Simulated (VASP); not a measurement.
# TiO (Cmcm) in VASP: single point with r2SCAN+U

Aim: the single point of TiO with r2SCAN+U.

Program: VASP 6.6.1. These are calculated values, not measurements. Logs are shortened: lines on timing, memory, paths and dates and some standing lists are left out, and cuts for length are marked.

### Step 1. The cell of the first run

The structure is orthorhombic, space group Cmcm (No. 63). The conventional cell has a = 3.078 Å, b = 4.960 Å, c = 5.571 Å, α = 90.00°, β = 90.00°, γ = 90.00°. Ti (site symmetry m2m) has 6 O at 2.16 to 2.23 Å and 6 Ti at 2.92 to 3.08 Å within 3.1 Å. Within 3.1 Å of O (site symmetry 2/m) lie 6 Ti at 2.16 to 2.23 Å and 8 O at 2.79 to 3.08 Å.

### Step 2. Single point, r2SCAN+U (strain +0.0750 x Voigt [1, 0, 0, 0, 0, 0])

POSCAR

```
TiO
1.0
    3.0781794553      0.0000000000      0.0000000000
   -1.5390897277      2.4797968425      0.0000000000
    0.0000000000      0.0000000000      5.5705398661
Ti O
2 2
Direct
    0.3333333333      0.6666666667      0.2500000000
    0.6666666667      0.3333333333      0.7500000000
    0.0000000000      0.0000000000      0.0000000000
    0.0000000000      0.0000000000      0.5000000000
```

INCAR.step1

```
PREC = Accurate ; ENCUT = 520
ISMEAR = 0 ; SIGMA = 0.03
LREAL = False ; LASPH = True
NELM = 150 ; LMAXMIX = 4
LDAU = True ; LDAUTYPE = 2
LDAUL = 2 -1 ; LDAUU = 4 0
LDAUJ = 0 0 ; NBANDS = 26
GGA = PE ; ALGO = Normal
EDIFF = 1E-4 ; LWAVE = True
LCHARG = False
```

INCAR.step2

```
PREC = Accurate ; ENCUT = 520
EDIFF = 1E-6 ; ISMEAR = 0
SIGMA = 0.03 ; LREAL = False
LASPH = True ; NELM = 150
ALGO = Normal ; ISIF = 2
LWAVE = False ; LCHARG = False
LMAXMIX = 4 ; LDAU = True
LDAUTYPE = 2 ; LDAUL = 2 -1
LDAUU = 4 0 ; LDAUJ = 0 0
LDAUPRINT = 1 ; METAGGA = R2SCAN
LMIXTAU = True ; NBANDS = 26
ISTART = 1
```

KPOINTS

```
regular mesh
0
Gamma
  12 12 6
```

Potentials or basis: VASP PAW PBE potentials, release 64 (Ti_sv, O).

Launch:

```sh
cat potpaw_PBE.64/Ti_sv/POTCAR potpaw_PBE.64/O/POTCAR > POTCAR
cp INCAR.step1 INCAR
mpirun -np 1 vasp_std > vasp.out
cp INCAR.step2 INCAR
mpirun -np 1 vasp_std > vasp.out
```

OUTCAR:

```text
PREC = Accurate
   ENCUT = 520
   EDIFF = 1E-6
   ISMEAR = 0
   LREAL = False
   LASPH = True
   NELM = 150
   ISIF = 2
   METAGGA = R2SCAN
   ISTART = 1

 ion  position               nearest neighbor table
   1  0.333  0.667  0.250-   3 2.16   4 2.16   3 2.23   4 2.23   3 2.23   4 2.23
   2  0.667  0.333  0.750-   3 2.16   4 2.16   3 2.23   4 2.23   3 2.23   4 2.23
   3  0.000  0.000  0.000-   1 2.16   2 2.16   2 2.23   1 2.23   2 2.23   1 2.23
   4  0.000  0.000  0.500-   1 2.16   2 2.16   2 2.23   1 2.23   2 2.23   1 2.23

  Warning from LATTYP: Monoclinic adjustment (A1->A3, A2->A1, A3->A2)!
  LATTYP: Found a base centered orthorhombic cell.
 ALAT       =     3.0781794553
 B/A-ratio  =     1.6112100535
 C/A-ratio  =     1.8096865199

  Lattice vectors:

 A1 = (   1.5390897277,  -2.4797968425,   0.0000000000)
 A2 = (   1.5390897276,   2.4797968425,   0.0000000000)
 A3 = (   0.0000000000,   0.0000000000,   5.5705398661)

Analysis of symmetry for initial positions (statically):
=====================================================================
 Subroutine PRICEL returns:
 Original cell was already a primitive cell.

 Routine SETGRP: Setting up the symmetry group for a
 base centered orthorhombic supercell.

 Subroutine GETGRP returns: Found  8 space group operations
 (whereof  4 operations were pure point group operations)
 out of a pool of  8 trial point group operations.

The static configuration has the point symmetry C_2h.
 The point group associated with its full space group is D_2h.

Analysis of symmetry for dynamics (positions and initial velocities):
=====================================================================
 Subroutine PRICEL returns:
 Original cell was already a primitive cell.

 Routine SETGRP: Setting up the symmetry group for a
 base centered orthorhombic supercell.

 Subroutine GETGRP returns: Found  8 space group operations
 (whereof  4 operations were pure point group operations)
 out of a pool of  8 trial point group operations.

The dynamic configuration has the point symmetry C_2h.
 The point group associated with its full space group is D_2h.

 Subroutine INISYM returns: Found  8 space group operations
 (whereof  4 operations are pure point group operations),
 and found     1 'primitive' translations

----------------------------------------------------------------------------------------

                                     Primitive cell

  volume of cell :      42.5214

  direct lattice vectors                    reciprocal lattice vectors
     3.078179455  0.000000000  0.000000000     0.324867349  0.201629420  0.000000000
    -1.539089728  2.479796842  0.000000000     0.000000000  0.403258841  0.000000000
     0.000000000  0.000000000  5.570539866     0.000000000  0.000000000  0.179515814

  length of vectors
     3.078179455  2.918593766  5.570539866     0.382352217  0.403258841  0.179515814

  position of ions in fractional coordinates (direct lattice)
     0.333333333  0.666666667  0.250000000
     0.666666667  0.333333333  0.750000000
     0.000000000  0.000000000  0.000000000
     0.000000000  0.000000000  0.500000000

  ion indices of the primitive-cell ions
   primitive index   ion index
                 1           1
                 2           2
                 3           3
                 4           4

----------------------------------------------------------------------------------------
[... 103 lines left out ...]
   LEPSILON=     F    determine dielectric tensor
   LRPA    =     F    only Hartree local field effects (RPA)
 non-spin polarized calculation
 Gauss-broadening in eV      SIGMA  =   0.03
  energy-cutoff  :      520.00
  volume of cell :       42.52
 maximum number of plane-waves:      1160
   NGX = 11   NGY = 11   NGZ = 21

atom =   1  type =  1  l = 2

 onsite density matrix

spin component  1

  0.2165 -0.0000  0.0000 -0.0000  0.0000
 -0.0000  0.0781  0.0000 -0.0000 -0.0000
  0.0000  0.0000  0.3397 -0.0000  0.0268
 -0.0000 -0.0000 -0.0000  0.0700  0.0000
  0.0000 -0.0000  0.0268  0.0000  0.2128

spin component  2

  0.2165 -0.0000  0.0000 -0.0000  0.0000
 -0.0000  0.0781  0.0000 -0.0000 -0.0000
  0.0000  0.0000  0.3397 -0.0000  0.0268
 -0.0000 -0.0000 -0.0000  0.0700  0.0000
  0.0000 -0.0000  0.0268  0.0000  0.2128

 occupancies and eigenvectors

  o =  0.0700  v = -0.0000 -0.0000 -0.0000 -1.0000 -0.0000  0.0000  0.0000  0.0000  0.0000  0.0000      0.0000  0.0000  0.0000  0.0000  0.0000  0.0000  0.0000  0.0000  0.0000  0.0000
  o =  0.0700  v =  0.0000  0.0000  0.0000  0.0000  0.0000 -0.0000 -0.0000 -0.0000 -1.0000 -0.0000      0.0000  0.0000  0.0000  0.0000  0.0000  0.0000  0.0000  0.0000  0.0000  0.0000
  o =  0.0781  v =  0.0000  1.0000 -0.0000 -0.0000  0.0000  0.0000  0.0000  0.0000  0.0000  0.0000      0.0000  0.0000  0.0000  0.0000  0.0000  0.0000  0.0000  0.0000  0.0000  0.0000
  o =  0.0781  v =  0.0000  0.0000  0.0000  0.0000  0.0000  0.0000  1.0000 -0.0000 -0.0000  0.0000      0.0000  0.0000  0.0000  0.0000  0.0000  0.0000  0.0000  0.0000  0.0000  0.0000
  o =  0.2074  v =  0.0000 -0.0000 -0.1987  0.0000  0.9801  0.0000  0.0000  0.0000  0.0000  0.0000      0.0000  0.0000  0.0000  0.0000  0.0000  0.0000  0.0000  0.0000  0.0000  0.0000
  o =  0.2074  v =  0.0000  0.0000  0.0000  0.0000  0.0000  0.0000 -0.0000 -0.1987  0.0000  0.9801      0.0000  0.0000  0.0000  0.0000  0.0000  0.0000  0.0000  0.0000  0.0000  0.0000
  o =  0.2165  v =  0.0000  0.0000  0.0000  0.0000  0.0000 -1.0000  0.0000  0.0000  0.0000  0.0000      0.0000  0.0000  0.0000  0.0000  0.0000  0.0000  0.0000  0.0000  0.0000  0.0000
  o =  0.2165  v = -1.0000  0.0000  0.0000  0.0000  0.0000  0.0000  0.0000  0.0000  0.0000  0.0000      0.0000  0.0000  0.0000  0.0000  0.0000  0.0000  0.0000  0.0000  0.0000  0.0000
  o =  0.3451  v =  0.0000  0.0000  0.0000  0.0000  0.0000  0.0000  0.0000  0.9801 -0.0000  0.1987      0.0000  0.0000  0.0000  0.0000  0.0000  0.0000  0.0000  0.0000  0.0000  0.0000
  o =  0.3451  v =  0.0000  0.0000  0.9801 -0.0000  0.1987  0.0000  0.0000  0.0000  0.0000  0.0000      0.0000  0.0000  0.0000  0.0000  0.0000  0.0000  0.0000  0.0000  0.0000  0.0000

atom =   2  type =  1  l = 2

 onsite density matrix

spin component  1

  0.2165 -0.0000  0.0000  0.0000  0.0000
 -0.0000  0.0781  0.0000 -0.0000 -0.0000
  0.0000  0.0000  0.3397 -0.0000  0.0268
  0.0000 -0.0000 -0.0000  0.0700  0.0000
  0.0000 -0.0000  0.0268  0.0000  0.2128

spin component  2

  0.2165 -0.0000  0.0000  0.0000  0.0000
 -0.0000  0.0781  0.0000 -0.0000 -0.0000
  0.0000  0.0000  0.3397 -0.0000  0.0268
  0.0000 -0.0000 -0.0000  0.0700  0.0000
  0.0000 -0.0000  0.0268  0.0000  0.2128

 occupancies and eigenvectors

  o =  0.0700  v =  0.0000 -0.0000 -0.0000 -1.0000  0.0000  0.0000  0.0000  0.0000  0.0000  0.0000      0.0000  0.0000  0.0000  0.0000  0.0000  0.0000  0.0000  0.0000  0.0000  0.0000
  o =  0.0700  v =  0.0000  0.0000  0.0000  0.0000  0.0000  0.0000 -0.0000 -0.0000 -1.0000  0.0000      0.0000  0.0000  0.0000  0.0000  0.0000  0.0000  0.0000  0.0000  0.0000  0.0000
  o =  0.0781  v =  0.0000  1.0000 -0.0000 -0.0000  0.0000  0.0000  0.0000  0.0000  0.0000  0.0000      0.0000  0.0000  0.0000  0.0000  0.0000  0.0000  0.0000  0.0000  0.0000  0.0000
  o =  0.0781  v =  0.0000  0.0000  0.0000  0.0000  0.0000  0.0000  1.0000 -0.0000 -0.0000  0.0000      0.0000  0.0000  0.0000  0.0000  0.0000  0.0000  0.0000  0.0000  0.0000  0.0000
  o =  0.2074  v =  0.0000  0.0000 -0.1987  0.0000  0.9801  0.0000  0.0000  0.0000  0.0000  0.0000      0.0000  0.0000  0.0000  0.0000  0.0000  0.0000  0.0000  0.0000  0.0000  0.0000
  o =  0.2074  v =  0.0000  0.0000  0.0000  0.0000  0.0000  0.0000  0.0000 -0.1987  0.0000  0.9801      0.0000  0.0000  0.0000  0.0000  0.0000  0.0000  0.0000  0.0000  0.0000  0.0000
  o =  0.2165  v =  0.0000  0.0000  0.0000  0.0000  0.0000 -1.0000  0.0000  0.0000 -0.0000  0.0000      0.0000  0.0000  0.0000  0.0000  0.0000  0.0000  0.0000  0.0000  0.0000  0.0000
  o =  0.2165  v = -1.0000  0.0000  0.0000 -0.0000  0.0000  0.0000  0.0000  0.0000  0.0000  0.0000      0.0000  0.0000  0.0000  0.0000  0.0000  0.0000  0.0000  0.0000  0.0000  0.0000
  o =  0.3451  v =  0.0000  0.0000  0.0000  0.0000  0.0000  0.0000  0.0000  0.9801 -0.0000  0.1987      0.0000  0.0000  0.0000  0.0000  0.0000  0.0000  0.0000  0.0000  0.0000  0.0000
  o =  0.3451  v =  0.0000  0.0000  0.9801 -0.0000  0.1987  0.0000  0.0000  0.0000  0.0000  0.0000      0.0000  0.0000  0.0000  0.0000  0.0000  0.0000  0.0000  0.0000  0.0000  0.0000

 number of electron      35.9999996 magnetization

 Free energy of the ion-electron system (eV)
  ---------------------------------------------------
  ext. energy  EPLUGINS =         0.00000000
  ---------------------------------------------------
  free energy    TOTEN  =       -42.49239209 eV

  energy without entropy =      -42.49230437  energy(sigma->0) =      -42.49234823

 E-fermi :  10.9332     XC(G=0): -13.1152

 val. band max:       10.9115033518   @ k =   0.1667   0.3333   0.0000
 cond. band min:      10.9447941971   @ k =   0.0000   0.0000   0.3333
 fundamental gap:      0.0332908453
 Fermi energy:        10.9331514120

 k-point     1 :       0.0000    0.0000    0.0000
  band No.  band energies     occupation
      1     -50.4159      2.00000
      2     -50.3831      2.00000
      3     -25.8606      2.00000
      4     -25.5114      2.00000
      5     -25.4421      2.00000
      6     -25.4277      2.00000
[... 685 lines left out ...]
     25      14.4208      0.00000
     26      14.7955      0.00000

 [... further k-points ...]

------------------------ aborting loop because EDIFF is reached ----------------------------------------

  FORCE on cell =-STRESS in cart. coord.  units (eV):
  Direction    XX          YY          ZZ          XY          YZ          ZX
  --------------------------------------------------------------------------------------
  -------------------------------------------------------------------------------------
  Total       -6.3598866     -0.8753059     -0.2978321      0.0000000      0.0000000      0.0000000
  in kB     -239.6363123    -32.9809465    -11.2221144      0.0000000      0.0000000      0.0000000
  external PRESSURE =     -94.6131244 kB  Pullay stress =       0.0000000 kB

 VOLUME and BASIS-vectors are now :
 -----------------------------------------------------------------------------
  energy-cutoff  :      520.00
  volume of cell :       42.52
      direct lattice vectors                 reciprocal lattice vectors
     3.078179455  0.000000000  0.000000000     0.324867349  0.201629420  0.000000000
    -1.539089728  2.479796842  0.000000000     0.000000000  0.403258841  0.000000000
     0.000000000  0.000000000  5.570539866     0.000000000  0.000000000  0.179515814

 POSITION                                       TOTAL-FORCE (eV/Angst)
 -----------------------------------------------------------------------------------
     -0.00000      1.65320      1.39263        -0.000000      0.013734      0.000000
      1.53909      0.82660      4.17790         0.000000     -0.013734      0.000000
      0.00000      0.00000      0.00000         0.000000      0.000000      0.000000
      0.00000      0.00000      2.78527         0.000000      0.000000      0.000000
 -----------------------------------------------------------------------------------
    total drift:                               -0.000000      0.000000     -0.000000

  FREE ENERGIE OF THE ION-ELECTRON SYSTEM (eV)
  ---------------------------------------------------
  free  energy   TOTEN  =       -42.4923920878 eV

  energy  without entropy=      -42.4923043722  energy(sigma->0) =      -42.49234823
```

Run time: 4.8 min. Hardware: 1 thread of Intel Xeon 6975P-C (Granite Rapids), shared host; peak memory 0.28 GiB.

Results:

```
Free energy            : -42.4924 eV
Pressure               : -9.5 GPa
Largest force          : 0.014 eV/Å
Band gap on the k mesh : zero (bands 18 and 19 overlap by 0.50 eV)
```

Forces on the atoms (eV/Å):
```
Ti   0.000  0.014  0.000
Ti   0.000 -0.014  0.000
O    0.000  0.000  0.000
O    0.000  0.000  0.000
```

Eigenvalues of the final occupation matrices:
```
    site  spin  trace               eigenvalues
site 1 d     1   0.92  0.07 0.08 0.21 0.22 0.35
site 1 d     2   0.92  0.07 0.08 0.21 0.22 0.35
site 2 d     1   0.92  0.07 0.08 0.21 0.22 0.35
site 2 d     2   0.92  0.07 0.08 0.21 0.22 0.35
```

Caveat: the cell differs from its parent crystal (strain +0.0750 x Voigt [1, 0, 0, 0, 0, 0]); the stress differs along the axes, from -24 to -1 GPa; the PAW data sets were made with another functional, which shifts forces and pressure a little; U without spin polarisation on a metal has little footing.

The gap in the log of VASP goes by the Fermi energy; the results here count the filled bands.